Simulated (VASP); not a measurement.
Wanted: the native input for a VASP 6.6.1 run.

| Item | Value |
| --- | --- |
| Task | single point |
| Functional | PBEsol |
| Potentials or basis | VASP PAW PBE potentials, release 64 (Rb_sv) |
| Cutoff | 520 eV |
| k mesh | 12 × 12 × 12 |
| Occupations | gaussian, width 0.15 eV |
| Spin | no spin polarisation |
| Dipole correction | no |
| Further INCAR settings | ALGO = Fast; EDIFF = 1e-06; NBANDS = 10 |

The structure of Rb lies in POSCAR:

```
Rb
1.0
   -2.8200300000      2.8060000000      2.8060000000
    2.8200300000     -2.8060000000      2.8060000000
    2.8200300000      2.8060000000     -2.8060000000
Rb
1
Direct
    0.0000000000      0.0000000000      0.0000000000
```

This cell differs from its parent crystal: strain +0.0050 x Voigt [1, 0, 0, 0, 0, 0].

The input as run:

INCAR

```
SYSTEM = Rb
  PREC = Accurate
  ENCUT = 520
  EDIFF = 1E-6
  ISMEAR = 0
  SIGMA = 0.15
  LREAL = .FALSE.
  LASPH = .TRUE.
  NELM = 80
  ALGO = Fast
  ISIF = 2
  LWAVE = .FALSE.
  LCHARG = .FALSE.
  GGA = PS
  NBANDS = 10
```

KPOINTS

```
regular mesh
0
G
  12 12 12
  0 0 0
```

Potentials or basis: VASP PAW PBE potentials, release 64 (Rb_sv).

Command:

```console
$ cat potpaw_PBE.64/Rb_sv/POTCAR > POTCAR
$ mpirun -np 1 vasp_std > vasp.out
```

Results of the run:

```yaml
Pressure: -0.1 GPa
```

Caveat: the cell differs from its parent crystal (strain +0.0050 x Voigt [1, 0, 0, 0, 0, 0]); the PAW data sets were made with another functional, which shifts forces and pressure a little.

Wall time 69 s on 1 thread of Intel(R) Xeon(R) Platinum 8488C (Sapphire Rapids) (shared host), peak memory 0.29 GiB.
